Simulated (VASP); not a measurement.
# HC16 (a cell with a defect) in VASP: further runs

Runs on HC16 (a cell with a defect). Level: PBE. Tasks: relaxation of the atoms.

All numbers are computed with VASP 6.6.1; they aren't measurements. Logs are shortened: lines on timing, memory, paths and dates and some standing lists are left out, and cuts for length are marked.

### 1 The cell of the first run

The cell holds a defect, 17 atoms: a = 5.049 Å, b = 5.049 Å, c = 5.049 Å, α = 60.00°, β = 60.00°, γ = 60.00°.

### 2 Relaxation of the atoms, PBE

Input file INCAR:

```
SYSTEM = HC16
PREC     = Accurate       ! precision mode
ENCUT    = 520            ! plane-wave cutoff, eV
EDIFF    = 1E-7           ! SCF threshold, eV
ISMEAR   = 0              ! smearing method
SIGMA    = 0.05           ! smearing width, eV
LREAL    = Auto         
LASPH    = .True.         ! aspherical terms in the spheres
NELM     = 80             ! most SCF steps
ALGO     = Normal         ! electronic algorithm
ISIF     = 2              ! what is computed and relaxed
LWAVE    = .False.        ! write WAVECAR
LCHARG   = .False.        ! write CHGCAR
GGA      = PE             ! functional
IBRION   = 2              ! ionic algorithm
NSW      = 80             ! ionic steps
EDIFFG   = -0.03          ! ionic threshold
NELECT   = 64.0
```

Input file KPOINTS:

```
Automatic mesh
0
Gamma
  3 3 3
  0 0 0
```

Input file POSCAR:

```
HC16
1.0
    0.0000000000      3.5700000000      3.5700000000
    3.5700000000      0.0000000000      3.5700000000
    3.5700000000      3.5700000000      0.0000000000
C H
16 1
Direct
    0.0000000000      0.0000000000      0.0000000000
    0.1250000000      0.1250000000      0.1250000000
    0.0000000000      0.0000000000      0.5000000000
    0.1250000000      0.1250000000      0.6250000000
    0.0000000000      0.5000000000      0.0000000000
    0.1250000000      0.6250000000      0.1250000000
    0.0000000000      0.5000000000      0.5000000000
    0.1250000000      0.6250000000      0.6250000000
    0.5000000000      0.0000000000      0.0000000000
    0.6250000000      0.1250000000      0.1250000000
    0.5000000000      0.0000000000      0.5000000000
    0.6250000000      0.1250000000      0.6250000000
    0.5000000000      0.5000000000      0.0000000000
    0.6250000000      0.6250000000      0.1250000000
    0.5000000000      0.5000000000      0.5000000000
    0.6250000000      0.6250000000      0.6250000000
    0.8129084000      0.8180489000      0.0575766000
```

Potentials or basis: VASP PAW PBE potentials, release 64 (C, H).

Command:

```
$ cat potpaw_PBE.64/C/POTCAR potpaw_PBE.64/H/POTCAR > POTCAR
$ mpirun -np 1 vasp_std > vasp.out
```

OUTCAR:

```text
SYSTEM = HC16
   PREC = Accurate
   ENCUT = 520
   EDIFF = 1E-7
   ISMEAR = 0
   LREAL = Auto
   LASPH = .True.
   NELM = 80
   ISIF = 2
   GGA = PE
   IBRION = 2
   NSW = 80
   EDIFFG = -0.03
   NELECT = 64.0

 ion  position               nearest neighbor table
   1  0.000  0.000  0.000-  17 1.47   4 1.55   6 1.55  10 1.55   2 1.55
   2  0.125  0.125  0.125-   1 1.55   3 1.55   5 1.55   9 1.55
   3  0.000  0.000  0.500-   2 1.55   4 1.55   8 1.55  12 1.55
   4  0.125  0.125  0.625-   1 1.55   3 1.55   7 1.55  11 1.55
   5  0.000  0.500  0.000-   2 1.55   6 1.55   8 1.55  14 1.55
   6  0.125  0.625  0.125-   1 1.55   5 1.55   7 1.55  13 1.55
   7  0.000  0.500  0.500-   4 1.55   6 1.55   8 1.55  16 1.55
   8  0.125  0.625  0.625-   3 1.55   5 1.55   7 1.55  15 1.55
   9  0.500  0.000  0.000-  17 1.47  10 1.55  12 1.55  14 1.55   2 1.55
  10  0.625  0.125  0.125-  17 1.47   9 1.55  11 1.55  13 1.55   1 1.55
  11  0.500  0.000  0.500-   4 1.55  10 1.55  12 1.55  16 1.55
  12  0.625  0.125  0.625-   3 1.55   9 1.55  11 1.55  15 1.55
  13  0.500  0.500  0.000-   6 1.55  10 1.55  14 1.55  16 1.55
  14  0.625  0.625  0.125-   5 1.55   9 1.55  13 1.55  15 1.55
  15  0.500  0.500  0.500-   8 1.55  12 1.55  14 1.55  16 1.55
  16  0.625  0.625  0.625-   7 1.55  11 1.55  13 1.55  15 1.55
  17  0.813  0.818  0.058-   1 1.47  10 1.47   9 1.47

  LATTYP: Found a face centered cubic cell.
 ALAT       =     7.1400000000

  Lattice vectors:

 A1 = (   0.0000000000,   3.5700000000,   3.5700000000)
 A2 = (   3.5700000000,   0.0000000000,   3.5700000000)
 A3 = (   3.5700000000,   3.5700000000,   0.0000000000)

Analysis of symmetry for initial positions (statically):
=====================================================================
 Subroutine PRICEL returns:
 Original cell was already a primitive cell.

 Routine SETGRP: Setting up the symmetry group for a
 face centered cubic supercell.

 Subroutine GETGRP returns: Found  1 space group operations
 (whereof  1 operations were pure point group operations)
 out of a pool of 48 trial point group operations.

The static configuration has the point symmetry C_1 .

Analysis of symmetry for dynamics (positions and initial velocities):
=====================================================================
 Subroutine PRICEL returns:
 Original cell was already a primitive cell.

 Routine SETGRP: Setting up the symmetry group for a
 face centered cubic supercell.

 Subroutine GETGRP returns: Found  1 space group operations
 (whereof  1 operations were pure point group operations)
 out of a pool of 48 trial point group operations.

The dynamic configuration has the point symmetry C_1 .

 Subroutine INISYM returns: Found  1 space group operations
 (whereof  1 operations are pure point group operations),
 and found     1 'primitive' translations

----------------------------------------------------------------------------------------

                                     Primitive cell

  volume of cell :      90.9986

  direct lattice vectors                    reciprocal lattice vectors
     0.000000000  3.570000000  3.570000000    -0.140056022  0.140056022  0.140056022
     3.570000000  0.000000000  3.570000000     0.140056022 -0.140056022  0.140056022
     3.570000000  3.570000000  0.000000000     0.140056022  0.140056022 -0.140056022

  length of vectors
     5.048742418  5.048742418  5.048742418     0.242584147  0.242584147  0.242584147

  position of ions in fractional coordinates (direct lattice)
     0.000000000  0.000000000  0.000000000
     0.125000000  0.125000000  0.125000000
     0.000000000  0.000000000  0.500000000
     0.125000000  0.125000000  0.625000000
     0.000000000  0.500000000  0.000000000
     0.125000000  0.625000000  0.125000000
[... 9 lines left out ...]
     0.625000000  0.625000000  0.625000000
     0.812908400  0.818048900  0.057576600

  ion indices of the primitive-cell ions
   primitive index   ion index
                 1           1
                 2           2
                 3           3
                 4           4
                 5           5
                 6           6
[... 9 lines left out ...]
                16          16
                17          17

----------------------------------------------------------------------------------------

 KPOINTS: Automatic mesh

Automatic generation of k-mesh.
 Grid dimensions read from file:
 generate k-points for:    3    3    3

 Generating k-lattice:

  Cartesian coordinates                     Fractional coordinates (reciprocal lattice)
    -0.046685341  0.046685341  0.046685341     0.333333333  0.000000000  0.000000000
     0.046685341 -0.046685341  0.046685341     0.000000000  0.333333333  0.000000000
     0.046685341  0.046685341 -0.046685341     0.000000000  0.000000000  0.333333333

  Length of vectors
     0.080861382  0.080861382  0.080861382

  Shift w.r.t. Gamma in fractional coordinates (k-lattice)
     0.000000000  0.000000000  0.000000000

 Subroutine IBZKPT returns following result:
 ===========================================

 Found     14 irreducible k-points:

 Following reciprocal coordinates:
            Coordinates               Weight
  0.000000  0.000000  0.000000      1.000000
  0.333333  0.000000  0.000000      2.000000
  0.000000  0.333333  0.000000      2.000000
  0.000000  0.000000  0.333333      2.000000
  0.333333  0.333333  0.333333      2.000000
  0.333333  0.333333  0.000000      2.000000
  0.000000  0.333333  0.333333      2.000000
  0.333333  0.000000  0.333333      2.000000
 -0.333333  0.333333  0.000000      2.000000
  0.000000 -0.333333  0.333333      2.000000
  0.333333  0.000000 -0.333333      2.000000
  0.333333  0.333333 -0.333333      2.000000
 -0.333333  0.333333 -0.333333      2.000000
  0.333333 -0.333333 -0.333333      2.000000
   k-points           NKPTS =     14   k-points in BZ     NKDIM =     14   number of bands    NBANDS=     41
   number of dos      NEDOS =    301   number of ions     NIONS =     17
   total plane-waves  NPLWV =  64000
   dimension x,y,z NGX =    40 NGY =   40 NGZ =   40
   dimension x,y,z NGXF=    80 NGYF=   80 NGZF=   80
   ions per type =              16   1
   NGX,Y,Z   is equivalent  to a cutoff of  13.17, 13.17, 13.17 a.u.
   NGXF,Y,Z  is equivalent  to a cutoff of  26.34, 26.34, 26.34 a.u.
 SYSTEM =  HC16
   PREC   = accura    normal or accurate (medium, high low for compatibility)
   ISTART =      0    job   : 0-new  1-cont  2-samecut
   ICHARG =      2    charge: 1-file 2-atom 10-const
   ISPIN  =      1    spin polarized calculation?
   LNONCOLLINEAR =      F non collinear calculations
   LSORBIT =      F    spin-orbit coupling
   LASPH  =      T    aspherical Exc in radial PAW
   ENCUT  =  520.0 eV  38.22 Ry    6.18 a.u.   9.39  9.39  9.39*2*pi/ulx,y,z
   NELM   =     80;   NELMIN=  2; NELMDL= -5     # of ELM steps
   EDIFF  = 0.1E-06   stopping-criterion for ELM
   LREAL  =      T    real-space projection
   EDIFFG = -.3E-01   stopping-criterion for IOM
   NSW    =     80    number of steps for IOM
   IBRION =      2    ionic relax: 0-MD 1-quasi-New 2-CG
   NFREE  =      1    steps in history (QN), initial steepest desc. (CG)
   ISIF   =      2    stress and relaxation
   ISYM   =      2    0-nonsym 1-usesym 2-fastsym
   POTIM  = 0.5000    time-step for ionic-motion
   TEBEG  =    0.0;   TEEND  =   0.0 temperature during run
   PSTRESS=    0.0 pullay stress
   NELECT =      64.0000    total number of electrons
   NUPDOWN=      -1.0000    fix difference up-down
   EMIN   =  10.00;   EMAX   =-10.00  energy-range for DOS
   EFERMI =   0.00;   METHOD = LEGACY
   ISMEAR =     0;   SIGMA  =   0.05  broadening in eV -4-tet -1-fermi 0-gaus
   EFERMI_NEDOS =   21; number of points for ismear=-14 and -15
   IALGO  =     38    algorithm
   IMIX   =      4    mixing-type and parameters
     AMIX     =   0.40;   BMIX     =  1.00
     AMIX_MAG =   1.60;   BMIX_MAG =  1.00
  volume/ion in A,a.u.               =       5.35        36.12
  Fermi-wavevector in a.u.,A,eV,Ry     =   1.455872  2.751200 28.838420  2.119564
  Thomas-Fermi vector in A             =   2.572856
   LORBIT       =      0    0 simple, 1 ext, 2 COOP (PROOUT), +10 PAW based schemes
   GGA     = PE    functional components
   LHFCALC =     F    Hartree Fock is set to
   AEXX    =    0.0000 exact exchange contribution
   IVDW    =     0    specifies the selected vdW correction
   LEPSILON=     F    determine dielectric tensor
   LRPA    =     F    only Hartree local field effects (RPA)
 conjugate gradient relaxation of ions
 non-spin polarized calculation
 Gauss-broadening in eV      SIGMA  =   0.05
  energy-cutoff  :      520.00
  volume of cell :       91.00
 maximum number of plane-waves:      2453
 NGX is ok and might be reduce to    40
   NGX = 19   NGY = 19   NGZ = 19

--------------------------------------- Ionic step        1  -------------------------------------------

 number of electron      63.9999994 magnetization

 Free energy of the ion-electron system (eV)
  ---------------------------------------------------
  ext. energy  EPLUGINS =         0.00000000
  ---------------------------------------------------
  free energy    TOTEN  =      -154.76793417 eV

  energy without entropy =     -154.76793417  energy(sigma->0) =     -154.76793417

------------------------ aborting loop because EDIFF is reached ----------------------------------------

  FORCE on cell =-STRESS in cart. coord.  units (eV):
  Direction    XX          YY          ZZ          XY          YZ          ZX
  --------------------------------------------------------------------------------------
  -------------------------------------------------------------------------------------
  Total       -7.6997082     -7.6927458     -7.6916917     -0.7096515      0.7122001      0.7083807
  in kB     -135.5658202   -135.4432349   -135.4246759    -12.4945626     12.5394357     12.4721888
  external PRESSURE =    -135.4779103 kB  Pullay stress =       0.0000000 kB
[... 134 lines left out ...]
  FREE ENERGIE OF THE ION-ELECTRON SYSTEM (eV)
  ---------------------------------------------------
  free  energy   TOTEN  =      -154.9673459627 eV

  energy  without entropy=     -154.9673459627  energy(sigma->0) =     -154.96734596

[... ionic steps 4 to 49 ...]

--------------------------------------- Ionic step       50  -------------------------------------------

 number of electron      64.0000001 magnetization

------------------------ aborting loop because EDIFF is reached ----------------------------------------

  FORCE on cell =-STRESS in cart. coord.  units (eV):
  Direction    XX          YY          ZZ          XY          YZ          ZX
  --------------------------------------------------------------------------------------
  -------------------------------------------------------------------------------------
  Total       -6.0682093     -5.7359716     -5.9494144     -2.3941937      2.5173296     -1.9091001
  in kB     -106.8406423   -100.9910605   -104.7490659    -42.1536536     44.3216606    -33.6127967
  external PRESSURE =    -104.1935896 kB  Pullay stress =       0.0000000 kB
[... 87 lines left out ...]
  energy  without entropy=     -155.2265744556  energy(sigma->0) =     -155.22657446

--------------------------------------- Ionic step       52  -------------------------------------------

 number of electron      64.0000001 magnetization

 Free energy of the ion-electron system (eV)
  ---------------------------------------------------
  ext. energy  EPLUGINS =         0.00000000
  ---------------------------------------------------
  free energy    TOTEN  =      -155.22674486 eV

  energy without entropy =     -155.22674486  energy(sigma->0) =     -155.22674486

 E-fermi :  10.1690     XC(G=0): -13.2423

 val. band max:        9.8932098352   @ k =   0.0000   0.0000   0.0000
 cond. band min:      12.5297969245   @ k =   0.0000   0.0000   0.0000
 fundamental gap:      2.6365870892
 Fermi energy:        10.1689844599

 k-point     1 :       0.0000    0.0000    0.0000
  band No.  band energies     occupation
      1     -11.9900      2.00000
      2      -6.9424      2.00000
      3      -6.0121      2.00000
      4      -5.9354      2.00000
      5      -5.8810      2.00000
      6      -4.7876      2.00000
[... 649 lines left out ...]
  FREE ENERGIE OF THE ION-ELECTRON SYSTEM (eV)
  ---------------------------------------------------
  free  energy   TOTEN  =      -155.2267448626 eV

  energy  without entropy=     -155.2267448626  energy(sigma->0) =     -155.22674486

 reached required accuracy - stopping structural energy minimisation
```

Wall time 25 min (1 thread of Intel Xeon 6975P-C (Granite Rapids), shared host); peak memory 0.24 GiB.

Results:

```yaml
Free_energy: -155.2267 eV
Energy_gained_by_relaxing: 27.0 meV/atom
Ionic_steps: 52
Largest_force_after_relaxing: 0.025 eV/Å
```

Forces on the atoms (eV/Å):
```
C   -0.002 -0.008  0.014
C    0.019 -0.007 -0.002
C    0.002  0.005 -0.006
C   -0.003 -0.012  0.009
C    0.009 -0.001 -0.005
C   -0.014  0.002 -0.011
C   -0.008 -0.001  0.000
C   -0.004  0.004  0.000
C    0.009 -0.013  0.001
C   -0.005 -0.008 -0.002
C    0.003 -0.007  0.001
C    0.005 -0.005  0.005
C   -0.003  0.010 -0.005
C   -0.005  0.010  0.002
C   -0.007  0.011  0.007
C   -0.004  0.000  0.005
H    0.009  0.020 -0.012
```

The path:
| step | energy change (eV) | largest force (eV/Å) | pressure (GPa) |
| --- | --- | --- | --- |
| 1 | 0.0000 | 1.9121 | -13.55 |
| 3 | -0.1994 | 0.2250 | -14.12 |
| 5 | -0.2061 | 0.2459 | -14.16 |
| 7 | -0.2110 | 0.1463 | -14.20 |
| 9 | -0.2119 | 0.1735 | -14.23 |
| 11 | -0.2198 | 0.3334 | -14.19 |
| 13 | -0.2823 | 0.6575 | -13.67 |
| 15 | -0.2901 | 0.6585 | -13.49 |
| 17 | -0.2941 | 0.7674 | -13.25 |
| 19 | -0.2948 | 0.7734 | -13.22 |
| 21 | -0.2966 | 0.8659 | -13.08 |
| 23 | -0.2968 | 0.9009 | -13.04 |
| 25 | -0.3013 | 0.8723 | -13.02 |
| 27 | -0.3195 | 0.7575 | -12.94 |
| 29 | -0.3528 | 0.5529 | -12.48 |
| 31 | -0.3671 | 0.5534 | -12.38 |
| 33 | -0.3775 | 0.5974 | -12.13 |
| 35 | -0.4048 | 0.5807 | -11.72 |
| 37 | -0.4110 | 0.5558 | -11.39 |
| 39 | -0.4328 | 0.3767 | -11.19 |
| 41 | -0.4482 | 0.4215 | -10.90 |
| 43 | -0.4554 | 0.1780 | -10.69 |
| 45 | -0.4573 | 0.1022 | -10.63 |
| 47 | -0.4579 | 0.0644 | -10.57 |
| 49 | -0.4582 | 0.0447 | -10.47 |
| 51 | -0.4586 | 0.0427 | -10.35 |
| 52 | -0.4588 | 0.0248 | -10.30 |

Final structure:
```
CELL_PARAMETERS angstrom
0.00000 3.57000 3.57000
3.57000 0.00000 3.57000
3.57000 3.57000 0.00000
ATOMIC_POSITIONS crystal
C 0.03004 0.98747 0.98905
C 0.11813 0.12074 0.13132
C 0.99729 0.99276 0.50457
C 0.12752 0.12045 0.62242
C 0.00082 0.49332 0.99918
C 0.13658 0.60943 0.12536
C 0.00282 0.49450 0.49962
C 0.12557 0.61889 0.62560
C 0.48759 0.99541 0.00057
C 0.59571 0.13115 0.13755
C 0.49928 0.99389 0.50294
C 0.62250 0.12126 0.62617
C 0.50652 0.49461 0.99465
C 0.62402 0.61757 0.12676
C 0.49946 0.49451 0.50026
C 0.62831 0.61856 0.62120
H 0.81075 0.91352 0.05035
```

Caveat: the k points lie up to 0.51 Å⁻¹ apart; the cell carries a net charge on a neutralising background, which shifts energy and pressure; the cell is charged against a uniform background, so pressure and absolute levels hang on convention.

### 3 Relaxation of the atoms, PBE

Input file INCAR:

```
SYSTEM = HC16
PREC = Accurate
ENCUT = 520
EDIFF = 1E-7
ISMEAR = 0
SIGMA = 0.05
LREAL = Auto
LASPH = .True.
NELM = 60
ALGO = Normal
ISIF = 2
LWAVE = .False.
LCHARG = .False.
GGA = PE
IBRION = 2
NSW = 80
EDIFFG = -0.03
NELECT = 64.0
```

Input file KPOINTS:

```
regular mesh
0
Gamma
  3 3 3
  0 0 0
```

POSCAR: that of step 2 with these lines changed.

```diff
@@ -24,2 +24,2 @@
     0.6250000000      0.6250000000      0.6250000000
-    0.8129084000      0.8180489000      0.0575766000
+    1.0540181400      0.8277542300     -0.1920674800
```

Potentials or basis: VASP PAW PBE potentials, release 64 (C, H).

Command:

```
$ cat potpaw_PBE.64/C/POTCAR potpaw_PBE.64/H/POTCAR > POTCAR
$ mpirun -np 1 vasp_std > vasp.out
```

It took 41 min on 1 thread of Intel Xeon 6975P-C (Granite Rapids), shared host; peak memory 0.24 GiB.

Results (log left out):

| Item | Value |
| --- | --- |
| Free energy | -155.2275 eV |
| Energy gained by relaxing | 26.9 meV/atom |
| Ionic steps | 63 |
| Largest force after relaxing | 0.026 eV/Å |

Forces in eV/Å, atoms in the order of the input:
```
C   -0.003 -0.008  0.012
C    0.004  0.004  0.005
C    0.016  0.000  0.015
C    0.003  0.004  0.000
C   -0.003 -0.001 -0.015
C   -0.003 -0.013  0.002
C    0.002  0.003  0.009
C    0.010  0.010  0.006
C   -0.002 -0.002 -0.007
C   -0.007 -0.005  0.001
C    0.001  0.007  0.009
C   -0.003  0.010  0.004
C   -0.008 -0.006 -0.009
C   -0.008 -0.008 -0.024
C    0.001  0.008  0.000
C   -0.003 -0.006  0.000
H    0.001  0.004 -0.007
```

Step by step:
```csv
step,energy change (eV),largest force (eV/Å),pressure (GPa)
1,0.0000,2.0404,-13.51
3,-0.2034,0.3031,-14.08
5,-0.2127,0.3379,-14.12
7,-0.2331,0.5339,-14.09
9,-0.2540,0.6639,-13.96
11,-0.2604,0.6709,-13.81
13,-0.2869,0.6010,-13.44
15,-0.2980,0.6762,-13.05
17,-0.3424,0.4703,-12.63
19,-0.3620,0.4390,-12.34
21,-0.3830,0.4322,-11.97
23,-0.3930,0.4465,-11.92
25,-0.4107,0.3116,-11.91
27,-0.4120,0.4580,-11.90
29,-0.4251,0.2976,-11.76
31,-0.4269,0.3243,-11.67
33,-0.4391,0.2795,-11.40
35,-0.4414,0.3462,-11.21
37,-0.4473,0.1834,-10.91
39,-0.4501,0.1325,-10.66
41,-0.4525,0.0949,-10.38
43,-0.4534,0.0683,-10.21
45,-0.4538,0.0535,-10.16
47,-0.4540,0.0575,-10.14
49,-0.4543,0.0539,-10.14
51,-0.4545,0.0695,-10.14
53,-0.4550,0.0862,-10.13
55,-0.4556,0.1038,-10.13
57,-0.4560,0.1350,-10.18
59,-0.4571,0.0445,-10.17
61,-0.4576,0.0422,-10.21
63,-0.4579,0.0265,-10.24
```

Final structure:
```
C H
1.0
     0.00000    3.57000    3.57000
     3.57000    0.00000    3.57000
     3.57000    3.57000    0.00000
C H
16 1
Direct
  0.99970 0.99651 0.01611
  0.13042 0.12147 0.13010
  0.98755 0.98877 0.49346
  0.13632 0.13198 0.63670
  0.99838 0.49413 0.00691
  0.12591 0.61855 0.13167
  0.99354 0.49533 0.50423
  0.12431 0.60958 0.62888
  0.50382 0.99378 0.00577
  0.62538 0.12239 0.13024
  0.50216 0.99534 0.50415
  0.62162 0.12157 0.63018
  0.49946 0.49558 0.00591
  0.62487 0.62001 0.13004
  0.49863 0.49553 0.50321
  0.62018 0.61977 0.63210
  0.06176 0.90747 0.71829
```

Levels at points of the mesh, in eV from the Fermi level:
| k point | band 28 | band 29 | band 30 | band 31 | band 32 | band 33 | band 34 | band 35 | band 36 | band 37 |
| --- | --- | --- | --- | --- | --- | --- | --- | --- | --- | --- |
| (0.00, 0.00, 0.00) | -3.01 | -2.88 | -0.56 | -0.42 | -0.27 | 2.33 | 3.06 | 4.01 | 4.23 | 4.53 |

Caveat: the k points lie up to 0.51 Å⁻¹ apart; the cell carries a net charge on a neutralising background, which shifts energy and pressure; the cell is charged against a uniform background, so pressure and absolute levels hang on convention.
